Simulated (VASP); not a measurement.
In2Sb, 6 atoms in the cell. Symmetry: P6_3/mmc, No. 194, hexagonal system. The conventional cell has a = 5.432 Å, b = 5.432 Å, c = 6.531 Å, α = 90.00°, β = 90.00°, γ = 120.00°. Within 4.1 Å of In (site symmetry -6m2) lie 5 Sb at 3.14 to 3.27 Å and 6 In at 3.54 Å. In (site symmetry -3m) has 8 In at 3.27 to 3.54 Å and 6 Sb at 3.54 Å within 4.3 Å. Within 4.1 Å of Sb (site symmetry -6m2) lie 11 In at 3.14 to 3.54 Å. 

```yaml
Program: VASP 6.6.1
Task: single point
Functional: PBEsol
Potentials_or_basis: VASP PAW PBE potentials, release 64 (In_d, Sb)
Cutoff: 520 eV
k_mesh: 12 × 12 × 6
Occupations: gaussian, width 0.1 eV
Spin: no spin polarisation
Dipole_correction: no
Further_INCAR_settings: ALGO = Fast; EDIFF = 1e-06; NBANDS = 40
```

Potentials or basis: VASP PAW PBE potentials, release 64 (In_d, Sb).

Command:

```bash
$ cat potpaw_PBE.64/In_d/POTCAR potpaw_PBE.64/Sb/POTCAR > POTCAR
$ mpirun -np 1 vasp_std > vasp.out
```

Hardware: 1 thread of Intel(R) Xeon(R) Platinum 8259CL CPU @ 2.50GHz (Skylake/Cascade Lake), on a shared host.

Question: Estimate the wall time of this run.

Answer: Wall time 8.6 min on 1 thread of Intel(R) Xeon(R) Platinum 8259CL CPU @ 2.50GHz (Skylake/Cascade Lake), on a shared host, peak memory 0.54 GiB. Counts: scf iterations 15, k points 76.
